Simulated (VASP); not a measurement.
# MnO2 (P-3m1) in VASP: a series of runs

MnO2 is run at these levels: BLYP+D3(BJ), LDA; tasks: single point.

Program: VASP 6.6.1. These are calculated values, not measurements. Logs are shortened: lines on timing, memory, paths and dates and some standing lists are left out, and cuts for length are marked.

## 1. The cell of the first run

The structure is trigonal, space group P-3m1 (No. 164). Conventional cell: a = 2.857 Å, b = 2.857 Å, c = 4.601 Å, α = 90.00°, β = 90.00°, γ = 120.00°. Within 2.5 Å of Mn (site symmetry -3m) lie 6 O at 1.90 Å. O (site symmetry 3m) has 3 Mn at 1.90 Å and 3 O at 2.51 Å within 2.6 Å.

## 2. Single point, BLYP+D3(BJ), collinear spin, ferromagnetic start

Contents of INCAR:

```
PREC     = Accurate       # precision mode
ENCUT    = 600            # plane-wave cutoff, eV
EDIFF    = 1E-6           # SCF threshold, eV
ISMEAR   = 0              # smearing method
SIGMA    = 0.1            # smearing width, eV
LREAL    = False          # projectors in reciprocal space
LASPH    = True           # aspherical terms in the spheres
NELM     = 200            # most SCF steps
ALGO     = Normal         # electronic algorithm
ISIF     = 2              # what is computed and relaxed
LWAVE    = False          # write WAVECAR
LCHARG   = False          # write CHGCAR
ISPIN    = 2              # spin polarisation
MAGMOM   = 4 0 0          # initial moments
LORBIT   = 11             # projections on sites
LMAXMIX  = 4              # l up to which the mixer works
GGA      = B5             # functional
ALDAX    = 1.0          
AGGAX    = 1.0          
AGGAC    = 1.0          
ALDAC    = 0.0          
IVDW     = 12             # dispersion correction
VDW_S6   = 1.0          
VDW_S8   = 2.6996       
VDW_A1   = 0.4298       
VDW_A2   = 4.2359       
NBANDS   = 24             # bands
GGA_COMPAT= False
```

Contents of KPOINTS:

```
Automatic mesh
0
Gamma
  11 11 6
```

Contents of POSCAR:

```
MnO2
1.0
    2.8565781804      0.0000000000      0.0000000000
   -1.4282890902      2.4738692722      0.0000000000
    0.0000000000      0.0000000000      4.6013740589
Mn O
1 2
Direct
    0.0000000000      0.0000000000      0.5000000000
    0.3333333333      0.6666666667      0.7062925700
    0.6666666667      0.3333333333      0.2937074300
```

Potentials or basis: VASP PAW PBE potentials, release 64 (Mn_sv, O).

Run with:

```sh
> cat potpaw_PBE.64/Mn_sv/POTCAR potpaw_PBE.64/O/POTCAR > POTCAR
> mpirun -np 1 vasp_std > vasp.out
```

OUTCAR:

```text
PREC = Accurate
   ENCUT = 600
   EDIFF = 1E-6
   ISMEAR = 0
   LREAL = False
   LASPH = True
   NELM = 200
   ISIF = 2
   ISPIN = 2
   LORBIT = 11
   GGA = B5
   IVDW = 12
 IVDW          = 12

 ion  position               nearest neighbor table
   1  0.000  0.000  0.500-   2 1.90   3 1.90   3 1.90   2 1.90   3 1.90   2 1.90
   2  0.333  0.667  0.706-   1 1.90   1 1.90   1 1.90
   3  0.667  0.333  0.294-   1 1.90   1 1.90   1 1.90

  LATTYP: Found a hexagonal cell.
 ALAT       =     2.8565781804
 C/A-ratio  =     1.6107992739

  Lattice vectors:

 A1 = (   2.8565781804,   0.0000000000,   0.0000000000)
 A2 = (  -1.4282890902,   2.4738692722,   0.0000000000)
 A3 = (   0.0000000000,   0.0000000000,   4.6013740589)

Analysis of symmetry for initial positions (statically):
=====================================================================
 Subroutine PRICEL returns:
 Original cell was already a primitive cell.

 Routine SETGRP: Setting up the symmetry group for a
 hexagonal supercell.

 Subroutine GETGRP returns: Found 12 space group operations
 (whereof 12 operations were pure point group operations)
 out of a pool of 24 trial point group operations.

The static configuration has the point symmetry D_3d.

Analysis of symmetry for dynamics (positions and initial velocities):
=====================================================================
 Subroutine PRICEL returns:
 Original cell was already a primitive cell.

 Routine SETGRP: Setting up the symmetry group for a
 hexagonal supercell.

 Subroutine GETGRP returns: Found 12 space group operations
 (whereof 12 operations were pure point group operations)
 out of a pool of 24 trial point group operations.

The dynamic configuration has the point symmetry D_3d.

Analysis of structural, dynamic, and magnetic symmetry:
=====================================================================
 Subroutine PRICEL returns:
 Original cell was already a primitive cell.

 Routine SETGRP: Setting up the symmetry group for a
 hexagonal supercell.

 Subroutine GETGRP returns: Found 12 space group operations
 (whereof 12 operations were pure point group operations)
 out of a pool of 24 trial point group operations.

The overall configuration has the point symmetry D_3d.

 Subroutine INISYM returns: Found 12 space group operations
 (whereof 12 operations are pure point group operations),
 and found     1 'primitive' translations

----------------------------------------------------------------------------------------

                                     Primitive cell

  volume of cell :      32.5170

  direct lattice vectors                    reciprocal lattice vectors
     2.856578180  0.000000000  0.000000000     0.350069187  0.202112539  0.000000000
    -1.428289090  2.473869272  0.000000000     0.000000000  0.404225078  0.000000000
     0.000000000  0.000000000  4.601374059     0.000000000  0.000000000  0.217326387

  length of vectors
     2.856578180  2.856578180  4.601374059     0.404225078  0.404225078  0.217326387

  position of ions in fractional coordinates (direct lattice)
     0.000000000  0.000000000  0.500000000
     0.333333333  0.666666667  0.706292570
     0.666666667  0.333333333  0.293707430

  ion indices of the primitive-cell ions
   primitive index   ion index
                 1           1
                 2           2
                 3           3

----------------------------------------------------------------------------------------

 KPOINTS: Automatic mesh

Automatic generation of k-mesh.
 Grid dimensions read from file:
 generate k-points for:   11   11    6

 Generating k-lattice:

  Cartesian coordinates                     Fractional coordinates (reciprocal lattice)
     0.031824472  0.018373867  0.000000000     0.090909091  0.000000000  0.000000000
     0.000000000  0.036747734  0.000000000     0.000000000  0.090909091  0.000000000
     0.000000000  0.000000000  0.036221065     0.000000000  0.000000000  0.166666667

  Length of vectors
     0.036747734  0.036747734  0.036221065

  Shift w.r.t. Gamma in fractional coordinates (k-lattice)
     0.000000000  0.000000000  0.000000000

 Subroutine IBZKPT returns following result:
 ===========================================

 Found     84 irreducible k-points:

 Following reciprocal coordinates:
            Coordinates               Weight
  0.000000  0.000000  0.000000      1.000000
  0.090909  0.000000  0.000000      6.000000
  0.181818  0.000000  0.000000      6.000000
  0.272727  0.000000  0.000000      6.000000
  0.363636  0.000000  0.000000      6.000000
  0.454545  0.000000  0.000000      6.000000
[... 16 lines left out ...]
  0.000000  0.272727  0.166667      6.000000
  0.363636  0.000000  0.166667      6.000000
 [... further k-points ...]
   k-points           NKPTS =     84   k-points in BZ     NKDIM =     84   number of bands    NBANDS=     24
   number of dos      NEDOS =    301   number of ions     NIONS =      3
   total plane-waves  NPLWV =  23040
   dimension x,y,z NGX =    24 NGY =   24 NGZ =   40
   dimension x,y,z NGXF=    48 NGYF=   48 NGZF=   80
   ions per type =               1   2
   NGX,Y,Z   is equivalent  to a cutoff of  13.97, 13.97, 14.45 a.u.
   NGXF,Y,Z  is equivalent  to a cutoff of  27.93, 27.93, 28.90 a.u.
 SYSTEM =  unknown system
   PREC   = accura    normal or accurate (medium, high low for compatibility)
   ISTART =      0    job   : 0-new  1-cont  2-samecut
   ICHARG =      2    charge: 1-file 2-atom 10-const
   ISPIN  =      2    spin polarized calculation?
   LNONCOLLINEAR =      F non collinear calculations
   LSORBIT =      F    spin-orbit coupling
   LASPH  =      T    aspherical Exc in radial PAW
   ENCUT  =  600.0 eV  44.10 Ry    6.64 a.u.   5.71  5.71  9.19*2*pi/ulx,y,z
   NELM   =    200;   NELMIN=  2; NELMDL= -5     # of ELM steps
   EDIFF  = 0.1E-05   stopping-criterion for ELM
   LREAL  =      F    real-space projection
   EDIFFG = 0.1E-04   stopping-criterion for IOM
   NSW    =      0    number of steps for IOM
   IBRION =     -1    ionic relax: 0-MD 1-quasi-New 2-CG
   NFREE  =      0    steps in history (QN), initial steepest desc. (CG)
   ISIF   =      2    stress and relaxation
   ISYM   =      2    0-nonsym 1-usesym 2-fastsym
   POTIM  = 0.5000    time-step for ionic-motion
   TEBEG  =    0.0;   TEEND  =   0.0 temperature during run
   PSTRESS=    0.0 pullay stress
   NELECT =      27.0000    total number of electrons
   NUPDOWN=      -1.0000    fix difference up-down
   EMIN   =  10.00;   EMAX   =-10.00  energy-range for DOS
   EFERMI =   0.00;   METHOD = LEGACY
   ISMEAR =     0;   SIGMA  =   0.10  broadening in eV -4-tet -1-fermi 0-gaus
   EFERMI_NEDOS =   21; number of points for ismear=-14 and -15
   IALGO  =     38    algorithm
   IMIX   =      4    mixing-type and parameters
     AMIX     =   0.40;   BMIX     =  1.00
     AMIX_MAG =   1.60;   BMIX_MAG =  1.00
  volume/ion in A,a.u.               =      10.84        73.15
  Fermi-wavevector in a.u.,A,eV,Ry     =   1.538719  2.907757 32.213913  2.367656
  Thomas-Fermi vector in A             =   2.645048
   LORBIT       =     11    0 simple, 1 ext, 2 COOP (PROOUT), +10 PAW based schemes
   GGA     = B5    functional components
   LHFCALC =     F    Hartree Fock is set to
   AEXX    =    0.0000 exact exchange contribution
   IVDW    =    12    specifies the selected vdW correction
   LEPSILON=     F    determine dielectric tensor
   LRPA    =     F    only Hartree local field effects (RPA)
 spin polarized calculation
 Gauss-broadening in eV      SIGMA  =   0.10
  energy-cutoff  :      600.00
  volume of cell :       32.52
 maximum number of plane-waves:      1098
 NGX is ok and might be reduce to    24
   NGX = 11   NGY = 11   NGZ = 19

 number of electron      27.0000004 magnetization       3.0008873

 Free energy of the ion-electron system (eV)
  ---------------------------------------------------
  ext. energy  EPLUGINS =         0.00000000
  ---------------------------------------------------
  free energy    TOTEN  =       -22.67770490 eV

  energy without entropy =      -22.67770489  energy(sigma->0) =      -22.67770490

 E-fermi :   5.0200     XC(G=0): -10.4801

 val. band max:        4.6717077126   @ k =   0.0909   0.0000   0.5000
 cond. band min:       5.3714791857   @ k =   0.0000   0.0000   0.5000
 fundamental gap:      0.6997714731
 Fermi energy:         5.0200144163

 spin component 1

 k-point     1 :       0.0000    0.0000    0.0000
  band No.  band energies     occupation
      1     -76.6187      1.00000
      2     -45.4516      1.00000
      3     -45.4516      1.00000
      4     -45.4410      1.00000
      5     -14.8516      1.00000
      6     -12.5796      1.00000
[... 16 lines left out ...]
     23      27.2053      0.00000
     24      28.4664      0.00000
[... 598 lines left out ...]
      2     -45.5846      1.00000
      3     -45.4817      1.00000
      4     -45.4186      1.00000
      5     -13.5900      1.00000
      6     -12.9776      1.00000
[... 16 lines left out ...]
     23      23.9017      0.00000
     24      25.8100      0.00000

 [... further k-points ...]

 spin component 2

 k-point     1 :       0.0000    0.0000    0.0000
  band No.  band energies     occupation
      1     -73.4855      1.00000
      2     -42.4694      1.00000
      3     -42.4694      1.00000
      4     -42.3016      1.00000
      5     -14.6877      1.00000
      6     -12.4338      1.00000
[... 16 lines left out ...]
     23      27.5074      0.00000
     24      29.2693      0.00000
[... 598 lines left out ...]
      2     -42.6286      1.00000
      3     -42.5046      1.00000
      4     -42.2730      1.00000
      5     -13.4284      1.00000
      6     -12.8206      1.00000
[... 16 lines left out ...]
     23      24.3493      0.00000
     24      26.4126      0.00000

 [... further k-points ...]

------------------------ aborting loop because EDIFF is reached ----------------------------------------

 Edisp (eV)   -0.83464

 E8    (eV) :    -0.5530

  FORCE on cell =-STRESS in cart. coord.  units (eV):
  Direction    XX          YY          ZZ          XY          YZ          ZX
  --------------------------------------------------------------------------------------
  -------------------------------------------------------------------------------------
  Total       1.42413     1.42413     0.44098     0.00000    -0.00000     0.00000
  in kB      70.16976    70.16976    21.72819     0.00000    -0.00000     0.00000
  external pressure =       54.02 kB  Pullay stress =        0.00 kB

 VOLUME and BASIS-vectors are now :
 -----------------------------------------------------------------------------
  energy-cutoff  :      600.00
  volume of cell :       32.52
      direct lattice vectors                 reciprocal lattice vectors
     2.856578180  0.000000000  0.000000000     0.350069187  0.202112539  0.000000000
    -1.428289090  2.473869272  0.000000000     0.000000000  0.404225078  0.000000000
     0.000000000  0.000000000  4.601374059     0.000000000  0.000000000  0.217326387

 POSITION                                       TOTAL-FORCE (eV/Angst)
 -----------------------------------------------------------------------------------
      0.00000      0.00000      2.30069        -0.000000      0.000000      0.000000
     -0.00000      1.64925      3.24992        -0.000000     -0.000000      0.496371
      1.42829      0.82462      1.35146         0.000000      0.000000     -0.496371
 -----------------------------------------------------------------------------------
    total drift:                               -0.000000      0.000000      0.000000

  FREE ENERGIE OF THE ION-ELECTRON SYSTEM (eV)
  ---------------------------------------------------
  free  energy   TOTEN  =       -23.5123459940 eV

  energy  without entropy=      -23.5123459907  energy(sigma->0) =      -23.51234599

 total charge

# of ion       s       p       d       tot
------------------------------------------
    1        2.201   6.107   4.473  12.781
    2        1.572   3.435   0.000   5.007
    3        1.572   3.435   0.000   5.007
--------------------------------------------------
tot          5.344  12.978   4.473  22.795

 magnetization (x)

# of ion       s       p       d       tot
------------------------------------------
    1        0.021   0.016   2.647   2.684
    2        0.004   0.062   0.000   0.066
    3        0.004   0.062   0.000   0.066
--------------------------------------------------
tot          0.030   0.140   2.647   2.817
```

Run time: 2 min. Hardware: 1 thread of Intel Xeon Platinum 8488C (Sapphire Rapids), shared host; peak memory 0.27 GiB.

What came out:

- Free energy: -23.5123 eV
- Pressure: 5.4 GPa
- Largest force: 0.496 eV/Å
- Band gap on the k mesh: 0.70 eV (least direct gap 0.75 eV)
- Net moment: 3.00 μB per cell
- Site moments: Mn +2.68; O +0.07 μB
- Valence electrons inside the program's atomic spheres: Mn 12.78; O 5.01
- Dispersion energy per atom: -0.278 eV

Forces in eV/Å, atoms in the order of the input:
```
Mn   0.000  0.000  0.000
O    0.000  0.000  0.496
O    0.000  0.000 -0.496
```

Caveat: the cell stands under pressure; the PAW data sets were made with another functional, which shifts forces and pressure a little; an odd mesh through Γ misses points on the zone boundary, where band edges can lie; a cell with one magnetic atom can't hold antiferromagnetic order, which such compounds often take.

(Part 1 of 2 ends here.)
